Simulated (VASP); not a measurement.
# Zr (Fm-3m) in VASP: single point with revPBE+D4

Aim: the single point of Zr with revPBE+D4.

Program: VASP 6.6.1. These are calculated values, not measurements. Logs are shortened: lines on timing, memory, paths and dates and some standing lists are left out, and cuts for length are marked.

## (1) The cell of the first run

It takes space group Fm-3m (No. 225, cubic). Conventional cell: a = 4.598 Å, b = 4.598 Å, c = 4.598 Å, α = 90.00°, β = 90.00°, γ = 90.00°. Within 4.3 Å of Zr (site symmetry m-3m) lie 12 Zr at 3.25 Å.

This isn't the form of Zr at room conditions, which is hcp.

## (2) Single point, revPBE+D4, non-collinear spin, zero start, spin-orbit coupling

Input file INCAR:

```
PREC = Accurate
ENCUT = 520
EDIFF = 1E-7
ISMEAR = 1
SIGMA = 0.1
LREAL = F
LASPH = T
NELM = 150
ALGO = Fast
ISIF = 2
LWAVE = F
LCHARG = F
MAGMOM = 0 0 0
LORBIT = 11
LSORBIT = T
GGA_COMPAT = F
LORBMOM = T
LMAXMIX = 4
GGA = RE
IVDW = 13
NBANDS = 23
```

Input file KPOINTS:

```
Automatic mesh
0
Gamma
  10 10 10
```

Input file POSCAR:

```
Zr
1.0
    0.0000000000      2.2992269146      2.2992269146
    2.2992269146      0.0000000000      2.2992269146
    2.2992269146      2.2992269146      0.0000000000
Zr
1
Direct
    0.0000000000      0.0000000000      0.0000000000
```

Potentials or basis: VASP PAW PBE potentials, release 64 (Zr_sv).

Command:

```sh
> cat potpaw_PBE.64/Zr_sv/POTCAR > POTCAR
> mpirun -np 1 vasp_ncl > vasp.out
```

OUTCAR:

```text
PREC = Accurate
   ENCUT = 520
   EDIFF = 1E-7
   ISMEAR = 1
   LREAL = F
   LASPH = T
   NELM = 150
   ISIF = 2
   LORBIT = 11
   LSORBIT = T
   GGA = RE
   IVDW = 13

 ion  position               nearest neighbor table
   1  0.000  0.000  0.000-

  LATTYP: Found a face centered cubic cell.
 ALAT       =     4.5984538292

  Lattice vectors:

 A1 = (   0.0000000000,   2.2992269146,   2.2992269146)
 A2 = (   2.2992269146,   0.0000000000,   2.2992269146)
 A3 = (   2.2992269146,   2.2992269146,   0.0000000000)

Analysis of symmetry for initial positions (statically):
=====================================================================
 Subroutine PRICEL returns:
 Original cell was already a primitive cell.

 Routine SETGRP: Setting up the symmetry group for a
 face centered cubic supercell.

 Subroutine GETGRP returns: Found 48 space group operations
 (whereof 48 operations were pure point group operations)
 out of a pool of 48 trial point group operations.

The static configuration has the point symmetry O_h .

Analysis of symmetry for dynamics (positions and initial velocities):
=====================================================================
 Subroutine PRICEL returns:
 Original cell was already a primitive cell.

 Routine SETGRP: Setting up the symmetry group for a
 face centered cubic supercell.

 Subroutine GETGRP returns: Found 48 space group operations
 (whereof 48 operations were pure point group operations)
 out of a pool of 48 trial point group operations.

The dynamic configuration has the point symmetry O_h .

Analysis of structural, dynamic, and magnetic symmetry:
=====================================================================
 Subroutine PRICEL returns:
 Original cell was already a primitive cell.

 Routine SETGRP: Setting up the symmetry group for a
 face centered cubic supercell.

 Subroutine GETGRP returns: Found 48 space group operations
 (whereof 48 operations were pure point group operations)
 out of a pool of 48 trial point group operations.

The overall configuration has the point symmetry O_h .

 Subroutine INISYM returns: Found 48 space group operations
 (whereof 48 operations are pure point group operations),
 and found     1 'primitive' translations

----------------------------------------------------------------------------------------

                                     Primitive cell

  volume of cell :      24.3095

  direct lattice vectors                    reciprocal lattice vectors
     0.000000000  2.299226915  2.299226915    -0.217464399  0.217464399  0.217464399
[... 767 lines left out ...]
     23      20.6728      0.00000

 [... further k-points ...]

------------------------ aborting loop because EDIFF is reached ----------------------------------------

  DFT-D4 for vdW energy calculation

  Edisp (eV):   -0.26681

  FORCE on cell =-STRESS in cart. coord.  units (eV):
  Direction    XX          YY          ZZ          XY          YZ          ZX
  --------------------------------------------------------------------------------------
  -------------------------------------------------------------------------------------
  Total      -0.61021    -0.61021    -0.61021     0.00000     0.00000     0.00000
  in kB     -40.21769   -40.21769   -40.21769     0.00000     0.00000     0.00000
  external pressure =      -40.22 kB  Pullay stress =        0.00 kB

 VOLUME and BASIS-vectors are now :
 -----------------------------------------------------------------------------
  energy-cutoff  :      520.00
  volume of cell :       24.31
      direct lattice vectors                 reciprocal lattice vectors
     0.000000000  2.299226915  2.299226915    -0.217464399  0.217464399  0.217464399
     2.299226915  0.000000000  2.299226915     0.217464399 -0.217464399  0.217464399
     2.299226915  2.299226915  0.000000000     0.217464399  0.217464399 -0.217464399

 POSITION                                       TOTAL-FORCE (eV/Angst)
 -----------------------------------------------------------------------------------
      0.00000      0.00000      0.00000         0.000000     -0.000000     -0.000000
 -----------------------------------------------------------------------------------
    total drift:                                0.000000     -0.000000     -0.000000

  FREE ENERGIE OF THE ION-ELECTRON SYSTEM (eV)
  ---------------------------------------------------
  free  energy   TOTEN  =        -8.4752703436 eV

  energy  without entropy=       -8.4756600456  energy(sigma->0) =       -8.47540024

 orbital moment (x)

 # of ion     p       d       tot
 ----------------------------------------
  1         0.000  -0.000  -0.000
 ----------------------------------------
            0.000  -0.000  -0.000

 orbital moment (y)

 # of ion     p       d       tot
 ----------------------------------------
  1         0.000   0.000   0.000
 ----------------------------------------
            0.000   0.000   0.000

 orbital moment (z)

 # of ion     p       d       tot
 ----------------------------------------
  1         0.000   0.000   0.000
 ----------------------------------------
            0.000   0.000   0.000

 Spin-Orbit-Coupling matrix elements

 Ion:    1  E_soc:     -0.1427281
 l=   1
     0.0000000    -0.0230547    -0.0230547
    -0.0230547     0.0000000    -0.0230547
    -0.0230547    -0.0230547     0.0000000
 l=   2
     0.0000000    -0.0001637     0.0000000    -0.0001637    -0.0005695
    -0.0001637     0.0000000    -0.0004271    -0.0001637    -0.0001424
     0.0000000    -0.0004271     0.0000000    -0.0004271     0.0000000
    -0.0001637    -0.0001637    -0.0004271     0.0000000    -0.0001424
    -0.0005695    -0.0001424     0.0000000    -0.0001424     0.0000000
 l=   3
     0.0000000     0.0000000     0.0000000     0.0000000     0.0000000     0.0000000     0.0000000
     0.0000000     0.0000000     0.0000000     0.0000000     0.0000000     0.0000000     0.0000000
     0.0000000     0.0000000     0.0000000     0.0000000     0.0000000     0.0000000     0.0000000
     0.0000000     0.0000000     0.0000000     0.0000000     0.0000000     0.0000000     0.0000000
     0.0000000     0.0000000     0.0000000     0.0000000     0.0000000     0.0000000     0.0000000
     0.0000000     0.0000000     0.0000000     0.0000000     0.0000000     0.0000000     0.0000000
     0.0000000     0.0000000     0.0000000     0.0000000     0.0000000     0.0000000     0.0000000

 total charge

# of ion       s       p       d       tot
------------------------------------------
    1        2.220   5.960   1.590   9.770

 magnetization (x)

# of ion       s       p       d       tot
------------------------------------------
    1        0.000  -0.000  -0.000  -0.000

 magnetization (y)

# of ion       s       p       d       tot
------------------------------------------
    1        0.000   0.000  -0.000  -0.000

 magnetization (z)

# of ion       s       p       d       tot
------------------------------------------
    1        0.000  -0.000   0.000   0.000
```

OSZICAR:

```text
N       E                     dE             d eps       ncg     rms          rms(c)
DAV:   1     0.105565063654E+03    0.10557E+03   -0.64483E+03  2162   0.103E+03
DAV:   2    -0.206638715792E+01   -0.10763E+03   -0.10451E+03  2543   0.311E+02
DAV:   3    -0.844297722810E+01   -0.63766E+01   -0.62831E+01  4006   0.559E+01
[... 11 lines left out ...]
RMM:  15    -0.820846341969E+01   -0.10229E-04   -0.50639E-05  3172   0.804E-02    0.724E-02
RMM:  16    -0.820846571621E+01   -0.22965E-05   -0.96971E-06  3233   0.271E-02    0.671E-02
RMM:  17    -0.820845927491E+01    0.64413E-05   -0.13130E-05  2895   0.410E-02    0.220E-02
RMM:  18    -0.820845740163E+01    0.18733E-05   -0.66677E-06  2991   0.283E-02    0.326E-03
RMM:  19    -0.820845747046E+01   -0.68839E-07   -0.19243E-06  3292   0.115E-02    0.155E-03
RMM:  20    -0.820845756865E+01   -0.98182E-07   -0.75109E-07  2502   0.572E-03
   1 F= -.84752703E+01 E0= -.84754002E+01  d E =0.389702E-03  mag=     0.0000    -0.0000    -0.0000
```

Run time: 43 s. Hardware: 1 thread of Intel Xeon 6975P-C (Granite Rapids), shared host; peak memory 0.21 GiB.

Results:

| Property | Result |
| --- | --- |
| Free energy | -8.4753 eV |
| Pressure | -4.0 GPa |
| Net moment | 0.00 μB per cell |
| Valence electrons inside the program's atomic spheres | Zr 9.77 |
| Dispersion energy per atom | -0.267 eV |

Moments on the atoms (μB; x, y, z):
```
Zr  0.00 0.00 0.00
```

Caveat: the cell stands under tension; the PAW data sets were made with another functional, which shifts forces and pressure a little.
